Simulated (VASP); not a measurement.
# BaTiO3 in VASP: notebook, part 2 of 2

VASP 6.6.1. The steps go on from the part before.

**4. Electric field gradients, PBEsol (equal xy, yz and zx shear strains of -2 %)**

File INCAR:

```
  ALGO = Normal
  EDIFF = 1E-8
  ENCUT = 520
  GGA = PS
  ISIF = 2
  ISMEAR = -1
  LASPH = True
  LCHARG = False
  LEFG = True
  LREAL = False
  LWAVE = False
  NBANDS = 28
  NELM = 100
  PREC = Accurate
  SIGMA = 0.03
```

File KPOINTS:

```
k-points
0
Gamma
  7 7 7
```

File POSCAR:

```
BaTiO3
1.0
    3.9998000000     -0.0399980000     -0.0399980000
   -0.0399980000      3.9998000000     -0.0399980000
   -0.0401800000     -0.0401800000      4.0180000000
Ba Ti O
1 1 3
Direct
    0.0000000000      0.0000000000      0.0000000000
    0.5000000000      0.5000000000      0.5000000000
    0.5000000000      0.5000000000      0.0000000000
    0.5000000000      0.0000000000      0.5000000000
    0.0000000000      0.5000000000      0.5000000000
```

Potentials or basis: VASP PAW PBE potentials, release 64 (Ba_sv, Ti_sv, O).

On the command line:

```
$ cat potpaw_PBE.64/Ba_sv/POTCAR potpaw_PBE.64/Ti_sv/POTCAR potpaw_PBE.64/O/POTCAR > POTCAR
$ mpirun -np 1 vasp_std > vasp.out
```

OUTCAR:

```text
EDIFF = 1E-8
   ENCUT = 520
   GGA = PS
   ISIF = 2
   ISMEAR = -1
   LASPH = True
   LREAL = False
   NELM = 100
   PREC = Accurate

 ion  position               nearest neighbor table
   1  0.000  0.000  0.000-   3 2.80   3 2.80   5 2.81   5 2.81   4 2.81   4 2.81   3 2.86   3 2.86
                             4 2.86   4 2.86   5 2.86   5 2.86   2 3.40   2 3.40   2 3.49   2 3.49
   2  0.500  0.500  0.500-   4 2.00   5 2.00   4 2.00   5 2.00   3 2.01   3 2.01   1 3.40   1 3.40
                             1 3.49   1 3.49   1 3.49   1 3.49   1 3.49   1 3.49
   3  0.500  0.500  0.000-   2 2.01   2 2.01   1 2.80   1 2.80   1 2.86   1 2.86
   4  0.500  0.000  0.500-   2 2.00   2 2.00   1 2.81   1 2.81   1 2.86   1 2.86
   5  0.000  0.500  0.500-   2 2.00   2 2.00   1 2.81   1 2.81   1 2.86   1 2.86

  LATTYP: Found a base centered monoclinic cell.
 ALAT       =     5.6005770344
 B/A-ratio  =     1.0200979445
 C/A-ratio  =     1.2140916598
 COS(beta)  =    -0.8068647163

  Lattice vectors:

 A1 = (  -3.9998000000,   0.0399980000,   0.0399980000)
 A2 = (   0.0399980000,  -3.9998000000,   0.0399980000)
 A3 = (   3.9196220000,   3.9196220000,   3.9380040000)

Analysis of symmetry for initial positions (statically):
=====================================================================
[... 958 lines left out ...]
    total drift:                                0.000000      0.000000     -0.000000

  FREE ENERGIE OF THE ION-ELECTRON SYSTEM (eV)
  ---------------------------------------------------
  free  energy   TOTEN  =       -41.9434661049 eV

  energy  without entropy=      -41.9434661049  energy(sigma->0) =      -41.94346610

 Electric field gradients (V/A^2)
---------------------------------------------------------------------
 ion       V_xx      V_yy      V_zz      V_xy      V_xz      V_yz
---------------------------------------------------------------------
   1      -0.377    -0.377     0.754   -12.493   -12.041   -12.041
   2      -1.979    -1.979     3.958     3.672     3.642     3.642
   3     -12.256   -12.256    24.511     0.116    -2.695    -2.695
   4     -11.940    22.373   -10.433    -2.646     0.214    -2.622
   5      22.373   -11.940   -10.433    -2.646    -2.622     0.214
---------------------------------------------------------------------

 Electric field gradients after diagonalization (V/A^2)
 (convention: |V_zz| > |V_xx| > |V_yy|)
----------------------------------------------------------------------
 ion       V_xx      V_yy      V_zz     asymmetry (V_yy - V_xx)/ V_zz
----------------------------------------------------------------------
   1      12.282    12.116   -24.399       0.007
   2      -5.651    -2.449     8.099       0.395
   3     -12.532   -12.371    24.904       0.006
   4     -12.143   -10.641    22.784       0.066
   5     -12.143   -10.641    22.784       0.066
----------------------------------------------------------------------

           NMR quadrupolar parameters

 Cq : quadrupolar parameter    Cq=e*Q*V_zz/h
 eta: asymmetry parameters     (V_yy - V_xx)/ V_zz
 Q  : nuclear electric quadrupole moment in mb (millibarn)
----------------------------------------------------------------------
 ion       Cq(MHz)       eta       Q (mb)
----------------------------------------------------------------------
   1      -0.059       0.007       1.000
   2       0.020       0.395       1.000
   3       0.060       0.006       1.000
   4       0.055       0.066       1.000
   5       0.055       0.066       1.000
----------------------------------------------------------------------
```

OSZICAR:

```text
N       E                     dE             d eps       ncg     rms          rms(c)
DAV:   1     0.431722324485E+03    0.43172E+03   -0.20868E+04  5600   0.155E+03
DAV:   2    -0.459592027214E+01   -0.43632E+03   -0.41454E+03  6288   0.428E+02
DAV:   3    -0.501076424138E+02   -0.45512E+02   -0.44712E+02  7888   0.135E+02
DAV:   4    -0.522545786712E+02   -0.21469E+01   -0.21423E+01  8400   0.252E+01
DAV:   5    -0.523153212279E+02   -0.60743E-01   -0.60729E-01  7576   0.328E+00    0.225E+01
DAV:   6    -0.422393950714E+02    0.10076E+02   -0.53776E+01  8216   0.647E+01    0.978E+00
DAV:   7    -0.421083329233E+02    0.13106E+00   -0.88117E+00  7524   0.212E+01    0.654E+00
DAV:   8    -0.419396688851E+02    0.16866E+00   -0.94160E-01  6808   0.882E+00    0.260E+00
DAV:   9    -0.419657880469E+02   -0.26119E-01   -0.20327E-01  7592   0.285E+00    0.133E+00
DAV:  10    -0.419437957636E+02    0.21992E-01   -0.11467E-01  6640   0.344E+00    0.208E-01
DAV:  11    -0.419435243490E+02    0.27141E-03   -0.36874E-03  6708   0.499E-01    0.663E-02
DAV:  12    -0.419434934990E+02    0.30850E-04   -0.19002E-04  7444   0.956E-02    0.380E-02
DAV:  13    -0.419434721639E+02    0.21335E-04   -0.28343E-04  6588   0.177E-01    0.246E-02
DAV:  14    -0.419434665329E+02    0.56310E-05   -0.40216E-05  6908   0.599E-02    0.611E-03
DAV:  15    -0.419434664291E+02    0.10378E-06   -0.26495E-06  7316   0.137E-02    0.604E-03
DAV:  16    -0.419434661623E+02    0.26675E-06   -0.12397E-06  7988   0.103E-02    0.266E-03
DAV:  17    -0.419434661074E+02    0.54917E-07   -0.50577E-07  7324   0.664E-03    0.331E-04
DAV:  18    -0.419434661049E+02    0.25152E-08   -0.20459E-08  5276   0.108E-03
   1 F= -.41943466E+02 E0= -.41943466E+02  d E =-.145226E-11
```

It took 5.3 min on 1 thread of Intel Xeon 8259CL, shared host; peak memory 0.3 GiB.

What came out:

| Item | Value |
| --- | --- |
| Free energy | -41.9435 eV |
| Pressure | -2.7 GPa |
| Band gap on the k mesh | 1.65 eV |
| Largest electric field gradient by atom | Ba -24.4; Ti +8.1; O +24.9, +22.8 (each value once) V/Å² |

Stress tensor (GPa, compression positive):
```
-2.39  2.49  2.48
 2.49 -2.39  2.48
 2.48  2.48 -3.24
```

Levels at points of the mesh, in eV from the valence-band top:
```csv
k point,band 16,band 17,band 18,band 19,band 20,band 21,band 22,band 23,band 24,band 25
"(0.00, 0.00, 0.00)",-1.04,-1.03,-0.17,-0.16,0.00,1.65,1.75,1.76,3.93,3.97
```

Electric field gradients, principal values (V/Å²):
```
atom    least   middle  greatest (by size)
1 Ba   12.116   12.282             -24.399
2 Ti   -2.449   -5.651               8.099
 3 O  -12.371  -12.532              24.904
 4 O  -10.641  -12.143              22.784
 5 O  -10.641  -12.143              22.784
```

Caveat: the cell differs from its parent crystal (equal xy, yz and zx shear strains of -2 %); without QUAD_EFG the Cq values of the log hold for a quadrupole moment of 1 mb, not for the nuclei; the PAW data sets were made with another functional, which shifts forces and pressure a little; spin-orbit coupling is left out, which moves the levels of the heavy elements. A k mesh can miss the band edges.
